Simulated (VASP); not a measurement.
**Ga: single point with PBE**

The system is Ga.

```xyz
1
Lattice="2.7202 0.0000 0.0000 0.0000 2.7202 0.0000 0.0000 0.0000 2.7202" Properties=species:S:1:pos:R:3 pbc="T T T"
Ga    0.0000    0.0000    0.0000
```

```yaml
Program: VASP 6.6.1
Task: single point
Functional: PBE
Potentials_or_basis: VASP PAW PBE potentials, release 64 (Ga_d)
Cutoff: 520 eV
k_mesh: 14 × 14 × 14
Occupations: fermi-dirac, width 0.0612256 eV
Spin: no spin polarisation
```

```json
{
  "Pressure": "0.1 GPa"
}
```

Levels at points of the mesh, in eV from the Fermi level:
```
           k point  band 4  band 5  band 6  band 7  band 8  band 9
(0.00, 0.00, 0.00)  -14.60  -14.60  -10.53    8.93    8.93    8.93
(0.50, 0.00, 0.00)  -14.74  -14.58   -6.19   -4.08   12.33   12.33
(0.50, 0.50, 0.00)  -14.72  -14.46   -1.67   -0.65   -0.65    4.22
(0.50, 0.50, 0.50)  -14.45  -14.45    2.62    2.62    2.62    3.71
```

Wall time 16 s on 1 thread of Intel Xeon 6975P-C (shared host), peak memory 0.14 GiB.
